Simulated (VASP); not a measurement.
**Pt: single point with PBE**

Crystal: Pt.

```
Pt
1.0
     0.00000    1.98494    1.98494
     1.98494    0.00000    1.98494
     1.98494    1.98494    0.00000
Pt
1
Direct
  0.00000 0.00000 0.00000
```

```json
{"Program": "VASP 6.6.1", "Task": "single point", "Functional": "PBE", "Potentials or basis": "VASP PAW PBE potentials, release 64 (Pt)", "Cutoff": "500 eV", "k mesh": "9 × 9 × 9", "Occupations": "fermi-dirac, width 0.1 eV", "Spin": "no spin polarisation", "Dipole correction": "no", "Further INCAR settings": "ALGO = Normal; EDIFF = 1e-06; NBANDS = 11"}
```

```yaml
Pressure: -0.4 GPa
Band_gap_on_the_k_mesh: zero (bands 5 and 6 overlap by 1.95 eV)
```

Levels at points of the mesh, in eV from the Fermi level:
```tsv
k point	band 2	band 3	band 4	band 5	band 6	band 7	band 8	band 9
(0.00, 0.00, 0.00)	-3.59	-3.59	-3.59	-1.56	-1.56	14.71	19.47	19.47
```

It took 3.7 s on 1 thread of Intel(R) Xeon(R) Platinum 8488C (Sapphire Rapids) (shared host), peak memory 0.12 GiB.

Caveat: spin-orbit coupling is left out, which moves the levels of the heavy elements.
